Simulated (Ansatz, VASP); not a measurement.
**KBr in VASP and in Ansatz**

The input INCAR:

```
SYSTEM = KBr
PREC     = Accurate       ! precision mode
ENCUT    = 520            ! plane-wave cutoff, eV
EDIFF    = 1E-6           ! SCF threshold, eV
ISMEAR   = 0              ! smearing method
SIGMA    = 0.05           ! smearing width, eV
LREAL    = .False.        ! projectors in reciprocal space
LASPH    = .True.         ! aspherical terms in the spheres
NELM     = 80             ! most SCF steps
ALGO     = Normal         ! electronic algorithm
ISIF     = 2              ! what is computed and relaxed
LWAVE    = .False.        ! write WAVECAR
LCHARG   = .False.        ! write CHGCAR
GGA      = PE             ! functional
NBANDS   = 15             ! bands
```

File KPOINTS:

```
Automatic mesh
0
Gamma
  8 8 8
  0 0 0
```

Contents of POSCAR:

```
KBr
1.0
   -0.7135313725      2.9771481404      2.9771481404
    2.9771481404     -0.7135313725      2.9771481404
    2.9771481404      2.9771481404     -0.7135313725
K Br
1 1
Direct
    0.0000000000      0.0000000000      0.0000000000
    0.5000000000      0.5000000000      0.5000000000
```

Input for Ansatz:

```yaml
crystal:
  lattice:
    - [-0.7135313725, 2.9771481404, 2.9771481404]
    - [2.9771481404, -0.7135313725, 2.9771481404]
    - [2.9771481404, 2.9771481404, -0.7135313725]
  atoms:
    - { symbol: K, position: [0.0, 0.0, 0.0] }
    - { symbol: Br, position: [0.5, 0.5, 0.5] }
basis:
  ecutwfc: 420
kpoints:
  mp_grid: { grid: [8, 8, 8] }
hamiltonian:
  xc: pbe
scf:
  occupations: { method: gaussian, width: 0.05 }
output:
  forces: true
  stress: true
  eigenvalues: true
  write_density: true
  write_potential: true
  elf: true
  volumetric_format: npy
```

Alike in both runs: task single point; functional PBE; k mesh 8 × 8 × 8; occupations gaussian, width 0.05 eV; no spin polarisation.

|  | VASP | Ansatz |
| --- | --- | --- |
| version | VASP 6.6.1 | Ansatz 0.2.0 |
| potentials or method | VASP PAW PBE potentials, release 64 (K_sv, Br), cutoff 520 eV | scalar-relativistic, plane waves, PAW |
| valence electrons in the cell | 16 | 16 |

|  | VASP | Ansatz | Ansatz less VASP |
| --- | --- | --- | --- |
| gap on the k mesh at the Fermi level (eV) | 3.88 | 3.88 | +0.001 |
| least direct gap on the mesh (eV) | 3.88 | 3.88 | +0.001 |
| pressure (GPa) | 0.1 | 0.1 | -0.03 |
| traceless stress, the component that is largest in VASP (GPa) | 0.41 | 0.41 | +0.007 |
